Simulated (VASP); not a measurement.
A run of VASP 6.6.1 is set up as follows.

Contents of INCAR:

```
PREC = Accurate
ENCUT = 520
EDIFF = 1E-6
ISMEAR = 0
SIGMA = 0.02
LREAL = Auto
LASPH = True
NELM = 100
ALGO = Normal
ISIF = 2
LWAVE = False
LCHARG = False
GGA = PE
NBANDS = 48
```

File KPOINTS:

```
regular mesh
0
Gamma
  2 2 2
```

POSCAR

```
Si
1.0
    0.0000000000      5.4300000000      5.4300000000
    5.4300000000      0.0000000000      5.4300000000
    5.4300000000      5.4300000000      0.0000000000
Si
17
Direct
   -0.0011616943      0.0007828729      0.0000593002
    0.1279519337      0.1227325967      0.1212605893
    0.0016022099     -0.0047872928      0.5014486188
    0.1279802026      0.1225827808      0.6278549724
    0.0020276243      0.5028762431     -0.0071134438
    0.1281022099      0.6284801105      0.1214786372
    0.0020372007      0.5027749540      0.5018546961
    0.1244638122      0.6265441068      0.6242781768
    0.5002110497      0.0008285451      0.0000681400
    0.6249850829      0.1250712707      0.1249042357
    0.5001883057      0.0007483425      0.4987569982
    0.6214323204      0.1226680479      0.6278352670
    0.5003696133      0.4989051565      0.0001920810
    0.6216988950      0.6285486188      0.1214694291
    0.4930776243      0.5028406077      0.5018590239
    0.6217109576      0.6284321363      0.6279151934
    0.8744600368      0.3765539595      0.3742786372
```

Potentials or basis: VASP PAW PBE potentials, release 64 (Si).

Run with:

```sh
$ cat potpaw_PBE.64/Si/POTCAR > POTCAR
$ mpirun -np 1 vasp_std > vasp.out
```

(1) Predict the band gap on the k mesh.

(2) Predict the pressure.

(3) Estimate the largest force.

Results:

(1) zero (band 34 reaches 6.93 eV, above the bottom of band 35 at 6.68 eV).

(2) 5.3 GPa.

(3) 0.028 eV/Å.

Caveat: the k points lie up to 0.50 Å⁻¹ apart.
